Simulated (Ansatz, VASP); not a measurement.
NiO in VASP and in Ansatz

The input INCAR:

```
PREC = Accurate
ENCUT = 520
EDIFF = 1E-6
ISMEAR = 0
SIGMA = 0.05
LREAL = F
LASPH = T
NELM = 150
ALGO = Normal
ISIF = 2
LWAVE = F
LCHARG = F
ISPIN = 2
MAGMOM = 1.62 0
LORBIT = 11
LMAXMIX = 4
GGA = PE
NBANDS = 19
```

Contents of KPOINTS:

```
regular mesh
0
Gamma
  12 12 12
```

File POSCAR:

```
NiO
1.0
    0.0000000000      2.2409531277      2.2409531277
    2.2409531277      0.0000000000      2.2409531277
    2.2409531277      2.2409531277      0.0000000000
Ni O
1 1
Direct
    0.0178495478     -0.0178495478      0.0178495478
    0.2500000000      0.2500000000      0.2500000000
```

Input for Ansatz:

```yaml
crystal:
  lattice:
    - [0.0, 2.2409531277, 2.2409531277]
    - [2.2409531277, 0.0, 2.2409531277]
    - [2.2409531277, 2.2409531277, 0.0]
  atoms:
    - { symbol: Ni, position: [0.0178495478, -0.0178495478, 0.0178495478], spin: 1.62 }
    - { symbol: O, position: [0.25, 0.25, 0.25] }
basis:
  ecutwfc: 420
  ecutrho_ratio: 4
kpoints:
  mp_grid: { grid: [12, 12, 12] }
hamiltonian:
  xc: pbe
scf:
  occupations: { method: gaussian, width: 0.05 }
  lower_state_search: "off"
output:
  forces: true
  stress: true
  eigenvalues: true
  populations: true
magnetization:
  spin_polarized: true
checkpoint:
  read: start.run
  write: ck
  compress: false
  write_wavefunctions: false
  write_every: 100000
```

Alike in both runs: task single point; functional PBE; k mesh 12 × 12 × 12; occupations gaussian, width 0.05 eV; collinear spin.

```csv
,VASP,Ansatz
version,VASP 6.6.1,Ansatz 0.2.0
potentials or method,"VASP PAW PBE potentials, release 64 (Ni, O), cutoff 520 eV","scalar-relativistic, plane waves, PAW"
valence electrons in the cell,16,24
```

VASP gave:

```
gap on the k mesh at the Fermi level (eV)                     : none
pressure (GPa)                                                : 0.8
traceless stress, the component that is largest in VASP (GPa) : 4.09
rms of the force components (eV/Å)                            : 0.343
net moment per atom (μB)                                      : 0.95
size of the moment on the site where the two differ most (μB) : 1.49
```

**Question.** Which values does Ansatz return?

**Answer.** gap on the k mesh at the Fermi level (eV): none; pressure (GPa): 0.5; traceless stress, the component that is largest in VASP (GPa): 4.04; rms of the force components (eV/Å): 0.338; net moment per atom (μB): 0.96; size of the moment on the site where the two differ most (μB): 1.45.

Site moments also hang on the region over which each program counts them. Atom by atom the forces differ by 0.005 eV/Å (rms over components). A gap of «none» marks a metal or a gap that the smearing closes. The functional is the same, so the differences come from potentials, cutoffs and numerics. VASP's potentials hold 16 valence electrons a cell and Ansatz's 24, so a difference there can come from the potentials and not from the codes.
